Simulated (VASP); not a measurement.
A run of VASP 6.6.1:

The input INCAR:

```
PREC = Accurate
ENCUT = 400
EDIFF = 1E-8
ISMEAR = -1
SIGMA = 0.15
LREAL = F
LASPH = T
NELM = 120
ALGO = Normal
ISIF = 2
LWAVE = F
LCHARG = F
GGA = PS
LEFG = T
NBANDS = 21
GGA_COMPAT = F
```

File KPOINTS:

```
regular mesh
0
Gamma
  15 15 12
```

Contents of POSCAR:

```
TaSb
1.0
    3.5428234342      0.0000000000      0.0000000000
   -1.7714117171      3.0681750952      0.0000000000
    0.0000000000      0.0000000000      3.7743054601
Ta Sb
1 1
Direct
    0.6666666667      0.3333333333      0.5000000000
    0.3333333333      0.6666666667      0.0000000000
```

Potentials or basis: VASP PAW PBE potentials, release 64 (Ta_sv_GW, Sb_d_GW).

Run with:

```console
$ cat potpaw_PBE.64/Ta_sv_GW/POTCAR potpaw_PBE.64/Sb_d_GW/POTCAR > POTCAR
$ mpirun -np 1 vasp_std > vasp.out
```

Hardware: 1 thread of Intel(R) Xeon(R) Platinum 8175M CPU @ 2.50GHz (Skylake/Cascade Lake), on a shared host.

Task: Estimate the wall time of this run.

Result: Wall time 110 s on 1 thread of Intel(R) Xeon(R) Platinum 8175M CPU @ 2.50GHz (Skylake/Cascade Lake), on a shared host, peak memory 0.27 GiB. Counts: scf iterations 16, k points 189.
